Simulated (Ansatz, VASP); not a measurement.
**I in VASP and in Ansatz**

```
I
1.0
     0.00000    2.39082    2.39082
     2.39082    0.00000    2.39082
     2.39082    2.39082    0.00000
I
1
Direct
  0.00000 0.00000 0.00000
```

Change from the starting cell: volume scaled by 0.78, LAPW.

Alike in both runs: task single point; functional PBE; k mesh 14 × 14 × 14; occupations fermi-dirac, width 0.05 eV; no spin polarisation.

|  | VASP | Ansatz |
| --- | --- | --- |
| version | VASP 6.6.1 | Ansatz 0.2.0 |
| potentials or method | VASP PAW PBE potentials, release 64 (I), cutoff 520 eV | all-electron LAPW, scalar-relativistic |

VASP gave:

| Quantity | Value |
| --- | --- |
| pressure (GPa) | 11.3 |

Problem. What did Ansatz give for the same quantities?

Solution. Pressure (GPa): 11.4.

Ansatz ran all-electron here, and VASP with PAW potentials.

Spin-orbit coupling is off throughout.
